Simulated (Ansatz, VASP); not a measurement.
# Zr3Ag in VASP and in Ansatz

```
Zr Ag
1.0
     4.59624    0.00000    0.00000
     0.00000    4.59624    0.00000
     0.00000    0.00000    4.01240
Zr Ag
3 1
Direct
  0.50000 0.50000 0.00000
  0.00000 0.50000 0.50000
  0.50000 0.00000 0.50000
  0.00000 0.00000 0.00000
```

Change from the starting cell: volume scaled by 1.02, crystal datasets.

Alike in both runs: task electric field gradients; functional LDA; k mesh 7 × 7 × 8; occupations fermi-dirac, width 0.05 eV; no spin polarisation.

|  | VASP | Ansatz |
| --- | --- | --- |
| version | VASP 6.6.1 | Ansatz 0.2.0 |
| potentials or method | VASP PAW LDA potentials, release 64 (Zr_sv, Ag), cutoff 520 eV | all-electron PAW with datasets made for the crystal, scalar-relativistic |

VASP gave:

```
pressure (GPa)                                                : -6.6
traceless stress, the component that is largest in VASP (GPa) : 1.65
size of Vzz on the site where it differs most (V/Å²)          : 33.3
```

Question: Estimate Ansatz's values.

Answer: Pressure (GPa): -6.7; traceless stress, the component that is largest in VASP (GPa): 1.67; size of Vzz on the site where it differs most (V/Å²): 26.7.

LDA's correlation is that of Perdew and Zunger in VASP and of Perdew and Wang (1992) in Ansatz. Ansatz ran all-electron here, and VASP with PAW potentials.
